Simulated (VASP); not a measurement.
# Sb2As2C (P-3m1) in VASP: further runs, part 2 of 2

VASP 6.6.1. Earlier steps stand in the parts before.

## 3. Relaxation of cell and atoms, PBE

This run uses another cell than the first one, of 19.85 Å³/atom.

INCAR reads:

```
SYSTEM = Sb2As2C
PREC     = Accurate       ! precision mode
ENCUT    = 600            ! plane-wave cutoff, eV
EDIFF    = 1E-7           ! SCF threshold, eV
ISMEAR   = 0              ! smearing method
SIGMA    = 0.1            ! smearing width, eV
LREAL    = .False.        ! projectors in reciprocal space
LASPH    = .True.         ! aspherical terms in the spheres
NELM     = 100            ! most SCF steps
ALGO     = Normal         ! electronic algorithm
ISIF     = 3              ! what is computed and relaxed
LWAVE    = .False.        ! write WAVECAR
LCHARG   = .False.        ! write CHGCAR
GGA      = PE             ! functional
IBRION   = 2              ! ionic algorithm
NSW      = 100            ! ionic steps
EDIFFG   = -0.01          ! ionic threshold
```

KPOINTS reads:

```
Automatic mesh
0
Gamma
  12 12 4
  0 0 0
```

POSCAR reads:

```
Sb2As2C
1.0
    3.4462617487      0.0000000000      0.0000000000
   -1.7231308744      2.9845502225      0.0000000000
    0.0000000000      0.0000000000      9.6494226687
Sb As C
2 2 1
Direct
    0.6666666667      0.3333333333      0.3450183813
    0.3333333333      0.6666666667      0.6549816187
    0.6666666667      0.3333333333      0.8688132790
    0.3333333333      0.6666666667      0.1311867210
    0.0000000000      0.0000000000      0.0000000000
```

Potentials or basis: VASP PAW PBE potentials, release 64 (Sb, As, C).

The run is started by

```console
$ cat potpaw_PBE.64/Sb/POTCAR potpaw_PBE.64/As/POTCAR potpaw_PBE.64/C/POTCAR > POTCAR
$ mpirun -np 1 vasp_std > vasp.out
```

OUTCAR:

```text
SYSTEM = Sb2As2C
   PREC = Accurate
   ENCUT = 600
   EDIFF = 1E-7
   ISMEAR = 0
   LREAL = .False.
   LASPH = .True.
   NELM = 100
   ISIF = 3
   GGA = PE
   IBRION = 2
   NSW = 100
   EDIFFG = -0.01

 ion  position               nearest neighbor table
   1  0.667  0.333  0.345-   4 2.87   4 2.87   4 2.87   2 3.59   2 3.59   2 3.59
   2  0.333  0.667  0.655-   3 2.87   3 2.87   3 2.87   1 3.59   1 3.59   1 3.59
   3  0.667  0.333  0.869-   5 2.36   5 2.36   5 2.36   2 2.87   2 2.87   2 2.87
   4  0.333  0.667  0.131-   5 2.36   5 2.36   5 2.36   1 2.87   1 2.87   1 2.87
   5  0.000  0.000  0.000-   3 2.36   4 2.36   3 2.36   4 2.36   3 2.36   4 2.36

  LATTYP: Found a hexagonal cell.
 ALAT       =     3.4462617487
 C/A-ratio  =     2.7999680153

  Lattice vectors:

 A1 = (   3.4462617487,   0.0000000000,   0.0000000000)
 A2 = (  -1.7231308744,   2.9845502225,   0.0000000000)
 A3 = (   0.0000000000,   0.0000000000,   9.6494226687)

Analysis of symmetry for initial positions (statically):
=====================================================================
 Subroutine PRICEL returns:
 Original cell was already a primitive cell.

 Routine SETGRP: Setting up the symmetry group for a
 hexagonal supercell.

 Subroutine GETGRP returns: Found 12 space group operations
 (whereof 12 operations were pure point group operations)
 out of a pool of 24 trial point group operations.

The static configuration has the point symmetry D_3d.

Analysis of symmetry for dynamics (positions and initial velocities):
=====================================================================
 Subroutine PRICEL returns:
 Original cell was already a primitive cell.

 Routine SETGRP: Setting up the symmetry group for a
 hexagonal supercell.

 Subroutine GETGRP returns: Found 12 space group operations
 (whereof 12 operations were pure point group operations)
 out of a pool of 24 trial point group operations.

The dynamic configuration has the point symmetry D_3d.

 Subroutine INISYM returns: Found 12 space group operations
 (whereof 12 operations are pure point group operations),
 and found     1 'primitive' translations

----------------------------------------------------------------------------------------

                                     Primitive cell

  volume of cell :      99.2495

  direct lattice vectors                    reciprocal lattice vectors
     3.446261749  0.000000000  0.000000000     0.290169486  0.167529431  0.000000000
    -1.723130874  2.984550222  0.000000000     0.000000000  0.335058862  0.000000000
     0.000000000  0.000000000  9.649422669     0.000000000  0.000000000  0.103633143

  length of vectors
     3.446261749  3.446261749  9.649422669     0.335058862  0.335058862  0.103633143

  position of ions in fractional coordinates (direct lattice)
     0.666666667  0.333333333  0.345018381
     0.333333333  0.666666667  0.654981619
     0.666666667  0.333333333  0.868813279
     0.333333333  0.666666667  0.131186721
     0.000000000  0.000000000  0.000000000

  ion indices of the primitive-cell ions
   primitive index   ion index
                 1           1
                 2           2
                 3           3
                 4           4
[... 68 lines left out ...]
   LNONCOLLINEAR =      F non collinear calculations
   LSORBIT =      F    spin-orbit coupling
   LASPH  =      T    aspherical Exc in radial PAW
   ENCUT  =  600.0 eV  44.10 Ry    6.64 a.u.   6.88  6.88 19.27*2*pi/ulx,y,z
   NELM   =    100;   NELMIN=  2; NELMDL= -5     # of ELM steps
   EDIFF  = 0.1E-06   stopping-criterion for ELM
   LREAL  =      F    real-space projection
   EDIFFG = -.1E-01   stopping-criterion for IOM
   NSW    =    100    number of steps for IOM
   IBRION =      2    ionic relax: 0-MD 1-quasi-New 2-CG
   NFREE  =      1    steps in history (QN), initial steepest desc. (CG)
   ISIF   =      3    stress and relaxation
   ISYM   =      2    0-nonsym 1-usesym 2-fastsym
   POTIM  = 0.5000    time-step for ionic-motion
   TEBEG  =    0.0;   TEEND  =   0.0 temperature during run
   PSTRESS=    0.0 pullay stress
   NELECT =      24.0000    total number of electrons
   NUPDOWN=      -1.0000    fix difference up-down
   EMIN   =  10.00;   EMAX   =-10.00  energy-range for DOS
   EFERMI =   0.00;   METHOD = LEGACY
   ISMEAR =     0;   SIGMA  =   0.10  broadening in eV -4-tet -1-fermi 0-gaus
   EFERMI_NEDOS =   21; number of points for ismear=-14 and -15
   IALGO  =     38    algorithm
   IMIX   =      4    mixing-type and parameters
     AMIX     =   0.40;   BMIX     =  1.00
     AMIX_MAG =   1.60;   BMIX_MAG =  1.00
  volume/ion in A,a.u.               =      19.85       133.95
  Fermi-wavevector in a.u.,A,eV,Ry     =   1.019927  1.927383 14.153475  1.040251
  Thomas-Fermi vector in A             =   2.153468
   LORBIT       =      0    0 simple, 1 ext, 2 COOP (PROOUT), +10 PAW based schemes
   GGA     = PE    functional components
   LHFCALC =     F    Hartree Fock is set to
   AEXX    =    0.0000 exact exchange contribution
   IVDW    =     0    specifies the selected vdW correction
   LEPSILON=     F    determine dielectric tensor
   LRPA    =     F    only Hartree local field effects (RPA)
 conjugate gradient relaxation of ions
 non-spin polarized calculation
 Gauss-broadening in eV      SIGMA  =   0.10
  energy-cutoff  :      600.00
  volume of cell :       99.25
 maximum number of plane-waves:      3336
   NGX = 13   NGY = 13   NGZ = 39

--------------------------------------- Ionic step        1  -------------------------------------------

 number of electron      24.0000000 magnetization

 Free energy of the ion-electron system (eV)
  ---------------------------------------------------
  ext. energy  EPLUGINS =         0.00000000
  ---------------------------------------------------
  free energy    TOTEN  =       -22.54867749 eV

  energy without entropy =      -22.53990525  energy(sigma->0) =      -22.54429137

------------------------ aborting loop because EDIFF is reached ----------------------------------------

  FORCE on cell =-STRESS in cart. coord.  units (eV):
  Direction    XX          YY          ZZ          XY          YZ          ZX
  --------------------------------------------------------------------------------------
  -------------------------------------------------------------------------------------
  Total       -0.6386690     -0.6386690      1.8509197      0.0000000     -0.0000000      0.0000000
  in kB      -10.3099833    -10.3099833     29.8792498      0.0000000     -0.0000000      0.0000000
  external PRESSURE =       3.0864277 kB  Pullay stress =       0.0000000 kB
[... 98 lines left out ...]
  FREE ENERGIE OF THE ION-ELECTRON SYSTEM (eV)
  ---------------------------------------------------
  free  energy   TOTEN  =       -22.6910161619 eV

  energy  without entropy=      -22.6791641553  energy(sigma->0) =      -22.68509016

[... ionic steps 4 to 14 ...]

--------------------------------------- Ionic step       15  -------------------------------------------

 number of electron      24.0000000 magnetization

------------------------ aborting loop because EDIFF is reached ----------------------------------------
[... 73 lines left out ...]
--------------------------------------- Ionic step       17  -------------------------------------------

 number of electron      24.0000000 magnetization

 Free energy of the ion-electron system (eV)
  ---------------------------------------------------
  ext. energy  EPLUGINS =         0.00000000
  ---------------------------------------------------
  free energy    TOTEN  =       -22.71981930 eV

  energy without entropy =      -22.70643754  energy(sigma->0) =      -22.71312842

 E-fermi :   7.7156     XC(G=0): -10.5295

 val. band max:        7.6939378270   @ k =  -0.1667   0.5000   0.2500
 cond. band min:       7.7174568226   @ k =   0.4167   0.0833   0.0000
 fundamental gap:      0.0235189956
 Fermi energy:         7.7156004161

 k-point     1 :       0.0000    0.0000    0.0000
  band No.  band energies     occupation
      1      -8.3828      2.00000
      2      -5.5225      2.00000
      3      -4.5284      2.00000
      4      -2.5623      2.00000
      5       0.1038      2.00000
      6       5.0628      2.00000
[... 433 lines left out ...]
      3      -3.7774      2.00000
      4      -2.4682      2.00000
      5       0.6473      2.00000
      6       3.4802      2.00000
[... 8 lines left out ...]
     15      10.5511      0.00000
     16      10.9888      0.00000

 [... further k-points ...]

------------------------ aborting loop because EDIFF is reached ----------------------------------------

  FORCE on cell =-STRESS in cart. coord.  units (eV):
  Direction    XX          YY          ZZ          XY          YZ          ZX
  --------------------------------------------------------------------------------------
  -------------------------------------------------------------------------------------
  Total       -0.0148521     -0.0148521     -0.0260500      0.0000000      0.0000000     -0.0000000
  in kB       -0.2391455     -0.2391455     -0.4194515      0.0000000      0.0000000     -0.0000000
  external PRESSURE =      -0.2992475 kB  Pullay stress =       0.0000000 kB
[... 20 lines left out ...]
  FREE ENERGIE OF THE ION-ELECTRON SYSTEM (eV)
  ---------------------------------------------------
  free  energy   TOTEN  =       -22.7198193024 eV

  energy  without entropy=      -22.7064375411  energy(sigma->0) =      -22.71312842

 reached required accuracy - stopping structural energy minimisation
```

Run time: 21 min. Hardware: 1 thread of Intel Xeon Platinum 8488C (Sapphire Rapids), shared host; peak memory 0.36 GiB.

What came out:

| Property | Result |
| --- | --- |
| Free energy | -22.7198 eV |
| Relaxed volume | 19.90 Å³/atom |
| Relaxed cell | a = 3.289 Å, b = 3.289 Å, c = 10.623 Å, α = 90.00°, β = 90.00°, γ = 120.00° |
| Space group after relaxing (to 0.1 Å) | P-3m1 (No. 164) |
| Energy gained by relaxing | 34.2 meV/atom |
| Ionic steps | 17 |
| Pressure after relaxing | 0.0 GPa |
| Largest force after relaxing | 0.004 eV/Å |
| Band gap on the k mesh | zero (bands 12 and 13 overlap by 3.63 eV) |

Forces on the atoms (eV/Å):
```
Sb   0.000  0.000 -0.001
Sb   0.000  0.000  0.001
As   0.000  0.000 -0.004
As   0.000  0.000  0.004
C    0.000  0.000  0.000
```

Step by step:
```csv
step,energy change (eV),largest force (eV/Å),pressure (GPa),volume (Å³)
1,0.0000,0.5003,0.31,99.25
2,-0.0568,0.3584,-0.33,99.78
3,-0.1423,0.0835,-1.25,100.95
4,-0.0647,0.9318,-0.52,102.65
5,-0.1523,0.2092,-1.27,101.48
6,-0.1576,0.2449,1.86,97.76
7,-0.1662,0.2330,0.43,99.37
8,-0.1695,0.1290,-0.16,99.71
9,-0.1709,0.0201,0.04,99.60
10,-0.1709,0.0196,0.05,99.59
11,-0.1710,0.0113,-0.06,99.71
12,-0.1710,0.0129,-0.05,99.69
13,-0.1710,0.0105,-0.03,99.65
14,-0.1711,0.0198,0.01,99.55
15,-0.1711,0.0247,0.02,99.51
16,-0.1711,0.0147,0.00,99.51
17,-0.1711,0.0035,-0.03,99.50
```

Final structure:
```yaml
crystal:
  lattice:
    - [3.28869, 0.00000, 0.00000]
    - [-1.64434, 2.84809, 0.00000]
    - [0.00000, 0.00000, 10.62332]
  atoms:
    - { symbol: Sb, position: [0.66667, 0.33333, 0.35058] }
    - { symbol: Sb, position: [0.33333, 0.66667, 0.64942] }
    - { symbol: As, position: [0.66667, 0.33333, 0.88008] }
    - { symbol: As, position: [0.33333, 0.66667, 0.11992] }
    - { symbol: C, position: [0.00000, 0.00000, 0.00000] }
```

Caveat: spin-orbit coupling is left out, which moves the levels of the heavy elements; this functional lacks dispersion, which binds the layers, so the pressure and a relaxed spacing across them are unreliable.
